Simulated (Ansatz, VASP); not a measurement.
**Al: VASP beside Ansatz**

Contents of INCAR:

```
ALGO = Fast ; EDIFF = 1E-7
ENCUT = 520 ; GGA = PS
ISIF = 2 ; ISMEAR = 0
LASPH = T ; LCHARG = F
LREAL = F ; LWAVE = F
NBANDS = 10 ; NELM = 100
PREC = Accurate ; SIGMA = 0.15
```

KPOINTS

```
k-points
0
Gamma
  24 24 14
```

POSCAR

```
Al
1.0
    2.7788184262      0.0000000000      0.0000000000
   -1.3894092131      2.4065273496      0.0000000000
    0.0000000000      0.0000000000      4.8691820937
Al
2
Direct
    0.6666666667      0.3333333333      0.7500000000
    0.3333333333      0.6666666667      0.2500000000
```

Input for Ansatz:

```yaml
crystal:
  lattice:
    - [2.7788184262, 0.0, 0.0]
    - [-1.3894092131, 2.4065273496, 0.0]
    - [0.0, 0.0, 4.8691820937]
  atoms:
    - { symbol: Al, position: [0.6666666667, 0.3333333333, 0.75] }
    - { symbol: Al, position: [0.3333333333, 0.6666666667, 0.25] }
basis:
  ecutwfc: 420
kpoints:
  mp_grid: { grid: [24, 24, 14] }
hamiltonian:
  xc: pbesol
scf:
  occupations: { method: gaussian, width: 0.15 }
output:
  forces: true
  stress: true
  eigenvalues: true
```

Change from the starting cell: strain -0.025 along x and y, +0.050 along z, atoms carried along.

Alike in both runs: task single point; functional PBEsol; k mesh 24 × 24 × 14; occupations gaussian, width 0.15 eV; no spin polarisation.

```csv
,VASP,Ansatz
version,VASP 6.6.1,Ansatz 0.2.0
potentials or method,"VASP PAW PBE potentials, release 64 (Al), cutoff 520 eV","scalar-relativistic, plane waves, PAW"
valence electrons in the cell,6,6
```

|  | VASP | Ansatz | Ansatz less VASP |
| --- | --- | --- | --- |
| gap on the k mesh at the Fermi level (eV) | none | none | - |
| pressure (GPa) | 0.7 | 0.6 | -0.07 |
| traceless stress, the component that is largest in VASP (GPa) | -3.03 | -3.00 | +0.027 |

VASP's potentials were made for PBE, not for PBEsol. A gap of «none» marks a metal or a gap that the smearing closes.
